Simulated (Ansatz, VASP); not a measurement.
## BaZrO3 in VASP and in Ansatz

INCAR

```
PREC     = Accurate       # precision mode
ENCUT    = 520            # plane-wave cutoff, eV
EDIFF    = 1E-6           # SCF threshold, eV
ISMEAR   = 0              # smearing method
SIGMA    = 0.01           # smearing width, eV
LREAL    = F              # projectors in reciprocal space
LASPH    = T              # aspherical terms in the spheres
NELM     = 60             # most SCF steps
ALGO     = Normal         # electronic algorithm
ISIF     = 2              # what is computed and relaxed
LWAVE    = F              # write WAVECAR
LCHARG   = F              # write CHGCAR
GGA      = PE             # functional
NBANDS   = 28             # bands
```

File KPOINTS:

```
regular mesh
0
Gamma
  6 6 6
```

File POSCAR:

```
BaZrO3
1.0
    4.2053517899      0.0000000000      0.0000000000
    0.0000000000      4.2053517899      0.0000000000
    0.0000000000      0.0000000000      4.2053517899
Ba Zr O
1 1 3
Direct
    0.0000000000      0.0000000000      0.0000000000
    0.5000000000      0.5000000000      0.5000000000
    0.0000000000      0.5000000000      0.5000000000
    0.5000000000      0.0000000000      0.5000000000
    0.5000000000      0.5000000000      0.0000000000
```

Input for Ansatz:

```yaml
crystal:
  lattice:
    - [4.2053517899, 0.0, 0.0]
    - [0.0, 4.2053517899, 0.0]
    - [0.0, 0.0, 4.2053517899]
  atoms:
    - { symbol: Ba, position: [0.0, 0.0, 0.0] }
    - { symbol: Zr, position: [0.5, 0.5, 0.5] }
    - { symbol: O, position: [0.0, 0.5, 0.5] }
    - { symbol: O, position: [0.5, 0.0, 0.5] }
    - { symbol: O, position: [0.5, 0.5, 0.0] }
kpoints:
  mp_grid: { grid: [6, 6, 6] }
  band_path:
    path: [[0.0, 0.0, 0.0], [0.0, 0.5, 0.0], [0.5, 0.5, 0.0], [0.5, 0.5, 0.5]]
    npoints: 1
hamiltonian:
  xc: pbe
scf:
  occupations: { method: fixed }
  n_extra_bands: 5
output:
  forces: true
  stress: true
  eigenvalues: true
```

Alike in both runs: task single point; functional PBE; k mesh 6 × 6 × 6; no spin polarisation.

|  | VASP | Ansatz |
| --- | --- | --- |
| version | VASP 6.6.1 | Ansatz 0.2.0 |
| potentials or method | VASP PAW PBE potentials, release 64 (Ba_sv, Zr_sv, O) | plane waves, PAW |
| plane-wave cutoff (eV) | 520 | 420 |
| occupations | gaussian, width 0.01 eV | fixed |
| valence electrons in the cell | 40 | 40 |

|  | VASP | Ansatz | Ansatz less VASP |
| --- | --- | --- | --- |
| gap on the k mesh at the Fermi level (eV) | 3.17 | 3.22 | +0.050 |
| pressure (GPa) | 3.4 | 2.4 | -1.00 |

Neither program's run includes spin-orbit coupling.
